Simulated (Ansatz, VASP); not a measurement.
## Li2S: VASP beside Ansatz

Contents of POSCAR:

```
Li2S
1.0
    0.0000000000      2.9591059840      2.9591059840
    2.9591059840      0.0000000000      2.9591059840
    2.9591059840      2.9591059840      0.0000000000
S Li
1 2
Direct
    0.0000000000      0.0000000000      0.0000000000
    0.2500000000      0.2500000000      0.2500000000
    0.7500000000      0.7500000000      0.7500000000
```

Contents of INCAR.step1:

```
PREC = Accurate
ENCUT = 520
EDIFF = 1E-5
ISMEAR = 0
SIGMA = 0.01
LREAL = F
LASPH = T
NELM = 100
ALGO = Normal
ISIF = 2
LWAVE = T
LCHARG = F
NBANDS = 13
GGA = PE
```

The input INCAR.step2:

```
PREC = Accurate
ENCUT = 520
EDIFF = 1E-6
ISMEAR = 0
SIGMA = 0.01
LREAL = F
LASPH = T
NELM = 100
ALGO = Normal
ISIF = 2
LWAVE = F
LCHARG = F
GGA = PE
LHFCALC = T
HFSCREEN = 0.2079
PRECFOCK = Normal
NBANDS = 13
ISTART = 1
```

Contents of KPOINTS:

```
regular mesh
0
Gamma
  6 6 6
```

Input for Ansatz:

```yaml
crystal:
  lattice:
    - [0.0, 2.959105984, 2.959105984]
    - [2.959105984, 0.0, 2.959105984]
    - [2.959105984, 2.959105984, 0.0]
  atoms:
    - { symbol: S, position: [0.0, 0.0, 0.0] }
    - { symbol: Li, position: [0.25, 0.25, 0.25] }
    - { symbol: Li, position: [0.75, 0.75, 0.75] }
kpoints:
  mp_grid: { grid: [6, 6, 6] }
  band_path:
    path:
      - [0.0, 0.0, 0.0]
      - [0.5, 0.0, 0.5]
      - [0.625, 0.25, 0.625]
      - [0.375, 0.375, 0.75]
      - [0.5, 0.5, 0.5]
      - [0.5, 0.25, 0.75]
      - [0.0, 0.5, 0.5]
    npoints: 1
hamiltonian:
  xc: hse06
scf:
  occupations: { method: fixed }
  n_extra_bands: 4
output:
  forces: true
  stress: true
  eigenvalues: true
```

Change from the starting cell: hydrostatic strain +4.0%.

Alike in both runs: task single point; functional HSE06; k mesh 6 × 6 × 6; no spin polarisation.

|  | VASP | Ansatz |
| --- | --- | --- |
| version | VASP 6.6.1 | Ansatz 0.2.0 |
| potentials or method | VASP PAW PBE potentials, release 64 (S, Li_sv) | plane waves, PAW |
| plane-wave cutoff (eV) | 520 | 420 |
| occupations | gaussian, width 0.01 eV | fixed |
| valence electrons in the cell | 12 | 12 |

```csv
,VASP,Ansatz,Ansatz less VASP
gap on the k mesh at the Fermi level (eV),4.37,4.38,+0.005
```

Ansatz's warnings: stress exchange threshold loose, stress scf threshold loose.

Noted on VASP's run: the cutoff is short for stress, so the pressure is rough.
